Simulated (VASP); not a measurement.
A run of VASP 6.6.1 is set up as follows.

The input INCAR:

```
PREC = Accurate
ENCUT = 520
EDIFF = 1E-8
ISMEAR = 0
SIGMA = 0.01
LREAL = False
LASPH = True
NELM = 100
ALGO = Normal
ISIF = 2
LWAVE = False
LCHARG = False
GGA = PE
LEPSILON = True
```

Contents of KPOINTS:

```
regular mesh
0
Gamma
  6 6 6
```

Contents of POSCAR:

```
SnSe2
1.0
    1.9122916093      1.1040620754      6.3350940540
   -1.9122916093      1.1040620754      6.3350940540
    0.0000000000     -2.2081241508      6.3350940540
Sn Se
1 2
Direct
    0.0000000000      0.0000000000      0.0000000000
    0.2505568941      0.2505568941      0.2505568941
    0.7494431059      0.7494431059      0.7494431059
```

Potentials or basis: VASP PAW PBE potentials, release 64 (Sn_d, Se).

The run is started by

```console
$ cat potpaw_PBE.64/Sn_d/POTCAR potpaw_PBE.64/Se/POTCAR > POTCAR
$ mpirun -np 1 vasp_std > vasp.out
```

Q: Estimate the electronic dielectric tensor (diagonal).

A: 12.12, 12.12, 6.99.

Q: Predict the Born charges (mean of the diagonal).

A: Sn +3.96; Se -1.98 e.

Q: What does it give for the band gap on the k mesh?

A: 0.30 eV (least direct gap 0.54 eV).

Electronic dielectric tensor:
```
12.12  0.00  0.00
 0.00 12.12  0.00
 0.00  0.00  6.99
```

Caveat: the gap is small at this level, which inflates the dielectric constant; semilocal functionals underestimate gaps, and a narrow one can read as zero; spin-orbit coupling is left out, which moves the levels of the heavy elements. A k mesh can miss the band edges.
